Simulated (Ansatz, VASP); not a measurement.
**PC in VASP and in Ansatz**

```xyz
2
Lattice="2.7936 0.0000 0.0000 -1.3968 2.4193 0.0000 0.0000 0.0000 2.6687" Properties=species:S:1:pos:R:3 pbc="T T T"
P     0.0000    0.0000    0.0000
C     1.3968    0.8064    1.3343
```

Change from the starting cell: species swapped into the CoIr type (P-6m2, No. 187).

Alike in both runs: functional PBE; k mesh 8 × 8 × 4; occupations gaussian, width 0.2 eV; no spin polarisation.

Ansatz relaxed the structure, and its values are those at the end. VASP's run is a single point on that final structure, the one shown.

|  | VASP | Ansatz |
| --- | --- | --- |
| version | VASP 6.6.1 | Ansatz 0.2.0 |
| potentials or method | VASP PAW PBE potentials, release 64 (P, C), cutoff 600 eV | scalar-relativistic, plane waves, PAW |
| valence electrons in the cell | 9 | 9 |

Ansatz gave:

```
gap on the k mesh at the Fermi level (eV) : none
pressure (GPa)                            : -0.2
```

Task: What did VASP give for the same quantities?

Result: gap on the k mesh at the Fermi level (eV): none; pressure (GPa): -0.6.

A gap of «none» marks a metal or a gap that the smearing closes.

The k mesh is coarse, so the values compare programs but aren't converged.
